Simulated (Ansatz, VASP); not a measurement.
# TiC in VASP and in Ansatz

```
Ti C
1.0
     0.00000    2.13475    2.13475
     2.13475    0.00000    2.13475
     2.13475    2.13475    0.00000
Ti C
1 1
Direct
  0.00000 0.00000 0.00000
  0.50000 0.50000 0.50000
```

Change from the starting cell: volume scaled by 0.96, PAW files.

Alike in both runs: task electric field gradients; functional PBEsol; k mesh 14 × 14 × 14; occupations fermi-dirac, width 0.03 eV; no spin polarisation.

|  | VASP | Ansatz |
| --- | --- | --- |
| version | VASP 6.6.1 | Ansatz 0.2.0 |
| potentials or method | VASP PAW PBE potentials, release 64 (Ti_sv, C) | PAW with Ansatz's default frozen-core files, scalar-relativistic |
| plane-wave cutoff (eV) | 520 | 420 |
| valence electrons in the cell | 16 | 16 |

Ansatz gave:

* pressure (GPa): 4.6

Problem. Estimate VASP's values.

Solution. Pressure (GPa): 4.8.

VASP's potentials were made for PBE, not for PBEsol. The functional is the same, so the differences come from potentials, cutoffs and numerics.
